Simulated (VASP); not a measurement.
Set up this calculation in VASP 6.6.1, as the native input.

```
Task                   : relaxation of cell and atoms
Functional             : PBEsol
Potentials or basis    : VASP PAW PBE potentials, release 64 (Ag, I)
Cutoff                 : 500 eV
k mesh                 : 8 × 8 × 4
Occupations            : fermi-dirac, width 0.1 eV
Spin                   : no spin polarisation
Dipole correction      : no
Further INCAR settings : ALGO = Normal; EDIFF = 1e-07; IBRION = 2; EDIFFG = -0.002; NSW = 100; ISIF = 3
```

The structure of AgI lies in POSCAR:

```
AgI
1.0
    4.5900000000      0.0000000000      0.0000000000
   -2.2950000000      3.9750566034      0.0000000000
    0.0000000000      0.0000000000      7.5200000000
Ag I
2 2
Direct
    0.6666666667      0.3333333333      0.6300000000
    0.3333333333      0.6666666667      0.1300000000
    0.6666666667      0.3333333333      0.0000000000
    0.3333333333      0.6666666667      0.5000000000
```

These files were run (other wordings do the same):

INCAR

```
ALGO = Normal
EDIFF = 1E-7
EDIFFG = -0.002
ENCUT = 500
GGA = PS
GGA_COMPAT = F
IBRION = 2
ISIF = 3
ISMEAR = -1
LASPH = T
LCHARG = F
LREAL = F
LWAVE = F
NELM = 120
NELMIN = 4
NSW = 100
PREC = Accurate
SIGMA = 0.1
```

KPOINTS

```
k-points
0
Gamma
  8 8 4
```

Potentials or basis: VASP PAW PBE potentials, release 64 (Ag, I).

Run with:

```console
$ cat potpaw_PBE.64/Ag/POTCAR potpaw_PBE.64/I/POTCAR > POTCAR
$ mpirun -np 1 vasp_std > vasp.out
```

It gave:

```yaml
Relaxed_volume: 33.51 Å³/atom
Relaxed_cell: a = 4.558 Å, b = 4.558 Å, c = 7.450 Å, α = 90.00°, β = 90.00°, γ = 120.00°
Space_group_after_relaxing_to_0.1_Å: P6_3mc (No. 186)
Energy_gained_by_relaxing: 2.6 meV/atom
Ionic_steps: 11
Pressure_after_relaxing: 0.0 GPa
Band_gap_on_the_k_mesh: 1.23 eV
```

Caveat: the PAW data sets were made with another functional, which shifts forces and pressure a little; spin-orbit coupling is left out, which moves the levels of the heavy elements.

It took 8.2 min on 1 thread of Oxide Virtual Turin-like Processor (shared host), peak memory 0.28 GiB.
